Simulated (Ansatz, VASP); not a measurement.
# Zn6O: VASP beside Ansatz

```xyz
14
Lattice="5.0758 0.0000 0.0000 -2.5379 4.3957 0.0000 0.0000 0.0000 8.9887" Properties=species:S:1:pos:R:3 pbc="T T T"
Zn   -1.8299    2.8995    3.4334
Zn   -0.8881    4.5308    1.0609
Zn    0.8881    4.5308    3.4334
Zn   -0.9418    1.3612    1.0609
Zn    0.9418    1.3612    3.4334
Zn    1.8299    2.8995    1.0609
Zn    1.5961    3.0345    5.5553
Zn    3.4797    3.0345    7.9278
Zn    0.7080    1.4963    7.9278
Zn    4.3678    1.4963    5.5553
Zn    1.6498   -0.1350    5.5553
Zn    3.4260   -0.1350    7.9278
O     0.0000    2.9305    2.2472
O     2.5379    1.4652    6.7415
```

Alike in both runs: functional PBE; k mesh 4 × 4 × 2; occupations gaussian, width 0.2 eV; no spin polarisation.

Ansatz relaxed the structure, and its values are those at the end. VASP's run is a single point on that final structure, the one shown.

|  | VASP | Ansatz |
| --- | --- | --- |
| version | VASP 6.6.1 | Ansatz 0.2.0 |
| potentials or method | VASP PAW PBE potentials, release 64 (Zn, O), cutoff 520 eV | scalar-relativistic, plane waves, PAW |
| valence electrons in the cell | 156 | 156 |

VASP gave:

```
gap on the k mesh at the Fermi level (eV) : none
pressure (GPa)                            : 0.6
rms of the force components (eV/Å)        : 0.016
```

What did Ansatz give for the same quantities?

gap on the k mesh at the Fermi level (eV): none; pressure (GPa): 0.3; rms of the force components (eV/Å): 0.010.

A gap of «none» marks a metal or a gap that the smearing closes. The functional is the same, so the differences come from potentials, cutoffs and numerics.
